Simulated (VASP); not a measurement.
Set up this calculation in VASP 6.6.1, as the native input.

| Item | Value |
| --- | --- |
| Task | single point |
| Functional | PBE |
| Potentials or basis | VASP PAW PBE potentials, release 64 (Pb_d, O) |
| Cutoff | 520 eV |
| k mesh | 8 × 8 × 6 |
| Occupations | gaussian, width 0.05 eV |
| Spin | no spin polarisation |
| Dipole correction | no |
| Further INCAR settings | ALGO = Normal; EDIFF = 1e-06; NBANDS = 28 |

The structure of PbO lies in POSCAR:

```
PbO
1.0
    4.0568204757      0.0000000000      0.0000000000
    0.0000000000      4.0568204757      0.0000000000
    0.0000000000      0.0000000000      5.5970750290
Pb O
2 2
Direct
    0.5295798152      0.0000000000      0.2126163549
    0.0000000000      0.5000000000      0.7873836451
    0.0000000000      0.0000000000      0.0000000000
    0.5000000000      0.5000000000      0.0000000000
```

This cell differs from its parent crystal: atom 1 (Pb) moved 0.12 Å along x.

The input as run:

INCAR

```
ALGO     = Normal         # electronic algorithm
EDIFF    = 1E-6           # SCF threshold, eV
ENCUT    = 520            # plane-wave cutoff, eV
GGA      = PE             # functional
ISIF     = 2              # what is computed and relaxed
ISMEAR   = 0              # smearing method
LASPH    = True           # aspherical terms in the spheres
LCHARG   = False          # write CHGCAR
LREAL    = False          # projectors in reciprocal space
LWAVE    = False          # write WAVECAR
NBANDS   = 28             # bands
NELM     = 100            # most SCF steps
PREC     = Accurate       # precision mode
SIGMA    = 0.05           # smearing width, eV
```

KPOINTS

```
k-points
0
Gamma
  8 8 6
```

Potentials or basis: VASP PAW PBE potentials, release 64 (Pb_d, O).

The run is started by

```console
$ cat potpaw_PBE.64/Pb_d/POTCAR potpaw_PBE.64/O/POTCAR > POTCAR
$ mpirun -np 1 vasp_std > vasp.out
```

It gave:

The pressure is 0.3 GPa, the largest force is 0.527 eV/Å and the band gap on the k mesh is 1.81 eV (least direct gap 1.91 eV).

Caveat: the cell differs from its parent crystal (atom 1 (Pb) moved 0.12 Å along x); spin-orbit coupling is left out, which moves the levels of the heavy elements.

It took 3.3 min on 1 thread of AMD EPYC 9R14 (Zen 4) (shared host), peak memory 0.35 GiB.
